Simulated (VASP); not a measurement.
# Ge (P2_1) in VASP: single point with PBEsol

Aim: the single point of Ge with PBEsol.

Everything below comes from runs of VASP 6.6.1. Logs are shortened: lines on timing, memory, paths and dates and some standing lists are left out, and cuts for length are marked.

## 1. The cell of the first run

Symmetry: P2_1, No. 4, monoclinic system. The conventional cell has a = 3.997 Å, b = 6.596 Å, c = 3.997 Å, α = 90.00°, β = 120.00°, γ = 90.00°. Within 3.2 Å of Ge (site symmetry 1) lie 4 Ge at 2.45 to 2.48 Å. Within 3.2 Å of Ge (site symmetry 1) lie 4 Ge at 2.45 to 2.48 Å.

## 2. Single point, PBEsol (atoms displaced along a vibrational mode)

File INCAR:

```
ALGO     = Normal         # electronic algorithm
EDIFF    = 1E-6           # SCF threshold, eV
ENCUT    = 520            # plane-wave cutoff, eV
GGA      = PS             # functional
ISIF     = 2              # what is computed and relaxed
ISMEAR   = 0              # smearing method
LASPH    = T              # aspherical terms in the spheres
LCHARG   = F              # write CHGCAR
LREAL    = F              # projectors in reciprocal space
LWAVE    = F              # write WAVECAR
NBANDS   = 36             # bands
NELM     = 100            # most SCF steps
PREC     = Accurate       # precision mode
SIGMA    = 0.15           # smearing width, eV
```

File KPOINTS:

```
k-points
0
Gamma
  12 12 8
```

File POSCAR:

```
Ge
1.0
    3.9969678642      0.0000000000      0.0000000000
   -1.9984839321      3.4614757085      0.0000000000
    0.0000000000      0.0000000000      6.5963651330
Ge
4
Direct
    0.7001527024      0.3578468128      0.0629118565
    0.2998472976      0.6421531872      0.5629118565
    0.6331806310      0.3088198539      0.4370881435
    0.3668193690      0.6911801461      0.9370881435
```

Potentials or basis: VASP PAW PBE potentials, release 64 (Ge_d).

On the command line:

```console
$ cat potpaw_PBE.64/Ge_d/POTCAR > POTCAR
$ mpirun -np 1 vasp_std > vasp.out
```

OUTCAR:

```text
EDIFF = 1E-6
   ENCUT = 520
   GGA = PS
   ISIF = 2
   ISMEAR = 0
   LASPH = T
   LREAL = F
   NELM = 100
   PREC = Accurate

 ion  position               nearest neighbor table
   1  0.700  0.358  0.063-   4 2.45   4 2.45   4 2.45   3 2.48
   2  0.300  0.642  0.563-   3 2.45   3 2.45   3 2.45   4 2.48
   3  0.633  0.309  0.437-   2 2.45   2 2.45   2 2.45   1 2.48
   4  0.367  0.691  0.937-   1 2.45   1 2.45   1 2.45   2 2.48

  LATTYP: Found a hexagonal cell.
 ALAT       =     3.9969678642
 C/A-ratio  =     1.6503422987

  Lattice vectors:

 A1 = (   3.9969678642,   0.0000000000,   0.0000000000)
 A2 = (  -1.9984839321,   3.4614757085,   0.0000000000)
 A3 = (   0.0000000000,   0.0000000000,   6.5963651330)

Analysis of symmetry for initial positions (statically):
=====================================================================
 Subroutine PRICEL returns:
 Original cell was already a primitive cell.

 Routine SETGRP: Setting up the symmetry group for a
 hexagonal supercell.

 Subroutine GETGRP returns: Found  2 space group operations
 (whereof  1 operations were pure point group operations)
 out of a pool of 24 trial point group operations.

The static configuration has the point symmetry C_1 .
 The point group associated with its full space group is C_2 .

Analysis of symmetry for dynamics (positions and initial velocities):
=====================================================================
 Subroutine PRICEL returns:
 Original cell was already a primitive cell.

 Routine SETGRP: Setting up the symmetry group for a
 hexagonal supercell.

 Subroutine GETGRP returns: Found  2 space group operations
 (whereof  1 operations were pure point group operations)
 out of a pool of 24 trial point group operations.

The dynamic configuration has the point symmetry C_1 .
 The point group associated with its full space group is C_2 .

 Subroutine INISYM returns: Found  2 space group operations
 (whereof  1 operations are pure point group operations),
 and found     1 'primitive' translations

----------------------------------------------------------------------------------------

                                     Primitive cell

  volume of cell :      91.2634

[... 82 lines left out ...]
 SYSTEM =  unknown system
   PREC   = accura    normal or accurate (medium, high low for compatibility)
   ISTART =      0    job   : 0-new  1-cont  2-samecut
   ICHARG =      2    charge: 1-file 2-atom 10-const
   ISPIN  =      1    spin polarized calculation?
   LNONCOLLINEAR =      F non collinear calculations
   LSORBIT =      F    spin-orbit coupling
   LASPH  =      T    aspherical Exc in radial PAW
   ENCUT  =  520.0 eV  38.22 Ry    6.18 a.u.   7.43  7.43 12.26*2*pi/ulx,y,z
   NELM   =    100;   NELMIN=  2; NELMDL= -5     # of ELM steps
   EDIFF  = 0.1E-05   stopping-criterion for ELM
   LREAL  =      F    real-space projection
   EDIFFG = 0.1E-04   stopping-criterion for IOM
   NSW    =      0    number of steps for IOM
   IBRION =     -1    ionic relax: 0-MD 1-quasi-New 2-CG
   NFREE  =      0    steps in history (QN), initial steepest desc. (CG)
   ISIF   =      2    stress and relaxation
   ISYM   =      2    0-nonsym 1-usesym 2-fastsym
   POTIM  = 0.5000    time-step for ionic-motion
   TEBEG  =    0.0;   TEEND  =   0.0 temperature during run
   PSTRESS=    0.0 pullay stress
   NELECT =      56.0000    total number of electrons
   NUPDOWN=      -1.0000    fix difference up-down
   EMIN   =  10.00;   EMAX   =-10.00  energy-range for DOS
   EFERMI =   0.00;   METHOD = LEGACY
   ISMEAR =     0;   SIGMA  =   0.15  broadening in eV -4-tet -1-fermi 0-gaus
   EFERMI_NEDOS =   21; number of points for ismear=-14 and -15
   IALGO  =     38    algorithm
   IMIX   =      4    mixing-type and parameters
     AMIX     =   0.40;   BMIX     =  1.00
     AMIX_MAG =   1.60;   BMIX_MAG =  1.00
  volume/ion in A,a.u.               =      22.82       153.97
  Fermi-wavevector in a.u.,A,eV,Ry     =   1.391144  2.628880 26.331090  1.935281
  Thomas-Fermi vector in A             =   2.515011
   LORBIT       =      0    0 simple, 1 ext, 2 COOP (PROOUT), +10 PAW based schemes
   GGA     = PS    functional components
   LHFCALC =     F    Hartree Fock is set to
   AEXX    =    0.0000 exact exchange contribution
   IVDW    =     0    specifies the selected vdW correction
   LEPSILON=     F    determine dielectric tensor
   LRPA    =     F    only Hartree local field effects (RPA)
 non-spin polarized calculation
 Gauss-broadening in eV      SIGMA  =   0.15
  energy-cutoff  :      520.00
  volume of cell :       91.26
 maximum number of plane-waves:      2491
 NGX is ok and might be reduce to    30
   NGX = 15   NGY = 15   NGZ = 25

 number of electron      55.9999984 magnetization

 Free energy of the ion-electron system (eV)
  ---------------------------------------------------
  ext. energy  EPLUGINS =         0.00000000
  ---------------------------------------------------
  free energy    TOTEN  =       -19.66422161 eV

  energy without entropy =      -19.66294280  energy(sigma->0) =      -19.66358220

 E-fermi :   4.8693     XC(G=0): -10.0924

 val. band max:        4.8324996702   @ k =   0.0000   0.0000   0.1250
 cond. band min:       4.9316514872   @ k =   0.0000   0.0000   0.0000
 fundamental gap:      0.0991518170
 Fermi energy:         4.8692707812

 k-point     1 :       0.0000    0.0000    0.0000
  band No.  band energies     occupation
      1     -20.0064      2.00000
      2     -20.0056      2.00000
      3     -19.9808      2.00000
      4     -19.9703      2.00000
      5     -19.9656      2.00000
      6     -19.9432      2.00000
[... 925 lines left out ...]
     35      10.4884      0.00000
     36      11.4654      0.00000

 [... further k-points ...]
[... 5 lines left out ...]
  --------------------------------------------------------------------------------------
  -------------------------------------------------------------------------------------
  Total       -0.0353146     -0.0333605     -0.3099843     -0.0516483      0.0000000      0.0000000
  in kB       -0.6199668     -0.5856617     -5.4419396     -0.9067140      0.0000000      0.0000000
  external PRESSURE =      -2.2158560 kB  Pullay stress =       0.0000000 kB

 VOLUME and BASIS-vectors are now :
 -----------------------------------------------------------------------------
  energy-cutoff  :      520.00
  volume of cell :       91.26
      direct lattice vectors                 reciprocal lattice vectors
     3.996967864  0.000000000  0.000000000     0.250189652  0.144447063  0.000000000
    -1.998483932  3.461475709  0.000000000     0.000000000  0.288894126  0.000000000
     0.000000000  0.000000000  6.596365133     0.000000000  0.000000000  0.151598643

 POSITION                                       TOTAL-FORCE (eV/Angst)
 -----------------------------------------------------------------------------------
      2.08334      1.23868      0.41499        -0.070769     -0.064005      0.061289
     -0.08485      2.22280      3.71317         0.070769      0.064005      0.061289
      1.91363      1.06897      2.88319         0.056621      0.064104     -0.061289
      0.08485      2.39250      6.18138        -0.056621     -0.064104     -0.061289
 -----------------------------------------------------------------------------------
    total drift:                                0.000000      0.000000     -0.000049

  FREE ENERGIE OF THE ION-ELECTRON SYSTEM (eV)
  ---------------------------------------------------
  free  energy   TOTEN  =       -19.6642216088 eV

  energy  without entropy=      -19.6629427995  energy(sigma->0) =      -19.66358220
```

It took 14 min on 1 thread of Oxide Virtual Turin-like, shared host; peak memory 0.81 GiB.

What came out:

```yaml
Free_energy: -19.6642 eV
Pressure: -0.2 GPa
Largest_force: 0.113 eV/Å
Band_gap_on_the_k_mesh: 0.10 eV (least direct gap 0.12 eV)
```

Forces in eV/Å, atoms in the order of the input:
```
Ge  -0.071 -0.064  0.061
Ge   0.071  0.064  0.061
Ge   0.057  0.064 -0.061
Ge  -0.057 -0.064 -0.061
```

Stress tensor (GPa, compression positive):
```
-0.06 -0.09  0.00
-0.09 -0.06  0.00
 0.00  0.00 -0.54
```

Levels at points of the mesh, in eV from the valence-band top:
| k point | band 24 | band 25 | band 26 | band 27 | band 28 | band 29 | band 30 | band 31 | band 32 | band 33 |
| --- | --- | --- | --- | --- | --- | --- | --- | --- | --- | --- |
| (0.00, 0.00, 0.00) | -1.49 | -1.46 | -0.23 | -0.11 | -0.03 | 0.10 | 0.19 | 2.28 | 2.29 | 2.72 |
| (0.50, 0.00, 0.00) | -6.77 | -4.58 | -3.07 | -2.84 | -1.45 | 0.48 | 1.61 | 3.28 | 3.69 | 4.55 |
| (0.00, 0.50, 0.00) | -6.77 | -4.59 | -3.05 | -2.82 | -1.48 | 0.49 | 1.59 | 3.37 | 3.62 | 4.44 |
| (0.50, 0.50, 0.00) | -6.77 | -4.59 | -3.04 | -2.80 | -1.50 | 0.51 | 1.57 | 3.48 | 3.56 | 4.32 |
| (0.00, 0.00, 0.50) | -4.80 | -0.86 | -0.86 | -0.85 | -0.85 | 0.64 | 0.64 | 3.34 | 3.34 | 3.34 |
| (0.50, 0.00, 0.50) | -7.89 | -2.54 | -2.54 | -2.40 | -2.40 | 0.47 | 0.47 | 2.04 | 2.04 | 6.10 |
| (0.00, 0.50, 0.50) | -7.89 | -2.59 | -2.59 | -2.36 | -2.36 | 0.46 | 0.46 | 2.05 | 2.05 | 6.08 |
| (0.50, 0.50, 0.50) | -7.88 | -2.62 | -2.62 | -2.33 | -2.33 | 0.44 | 0.44 | 2.07 | 2.07 | 6.07 |

Caveat: the cell differs from its parent crystal (atoms displaced along a vibrational mode); semilocal functionals underestimate gaps, and a narrow one can read as zero; the PAW data sets were made with another functional, which shifts forces and pressure a little. A k mesh can miss the band edges.
